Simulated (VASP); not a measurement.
Input of a VASP 6.6.1 run:

Contents of POSCAR:

```
PbSe
1.0
    0.0000000000      3.0606500000      3.0606500000
    3.0606500000      0.0000000000      3.0606500000
    3.0606500000      3.0606500000      0.0000000000
Pb Se
1 1
Direct
    0.0000000000      0.0000000000      0.0000000000
    0.5250000000      0.5000000000      0.5000000000
```

The input INCAR.step1:

```
SYSTEM = PbSe
PREC = Accurate
ENCUT = 550
ISMEAR = 0
SIGMA = 0.01
LREAL = .FALSE.
LASPH = .TRUE.
NELM = 120
NBANDS = 17
GGA = PE
ALGO = Normal
EDIFF = 1E-5
LWAVE = .TRUE.
LCHARG = .FALSE.
GGA_COMPAT = .FALSE.
```

INCAR.step2

```
SYSTEM = PbSe
PREC = Accurate
ENCUT = 550
EDIFF = 1E-6
ISMEAR = 0
SIGMA = 0.01
LREAL = .FALSE.
LASPH = .TRUE.
NELM = 120
ALGO = Normal
ISIF = 2
LWAVE = .FALSE.
LCHARG = .FALSE.
METAGGA = R2SCAN
LMIXTAU = .TRUE.
NBANDS = 17
ISTART = 1
GGA_COMPAT = .FALSE.
```

KPOINTS

```
regular mesh
0
G
  4 4 4
  0 0 0
```

Potentials or basis: VASP PAW PBE potentials, release 64 (Pb_d, Se).

Launch:

```sh
$ cat potpaw_PBE.64/Pb_d/POTCAR potpaw_PBE.64/Se/POTCAR > POTCAR
$ cp INCAR.step1 INCAR
$ mpirun -np 1 vasp_std > vasp.out
$ cp INCAR.step2 INCAR
$ mpirun -np 1 vasp_std > vasp.out
```

Task: Estimate the largest force.

Result: 0.011 eV/Å.

Task: Predict the pressure.

Result: 1.7 GPa.

Task: Predict the band gap on the k mesh.

Result: 0.61 eV, direct.

Forces in eV/Å, atoms in the order of the input:
```
Pb   0.000 -0.008 -0.008
Se   0.000  0.008  0.008
```

Caveat: the k points lie up to 0.44 Å⁻¹ apart; the PAW data sets were made with another functional, which shifts forces and pressure a little; spin-orbit coupling is left out, which moves the levels of the heavy elements. A k mesh can miss the band edges.
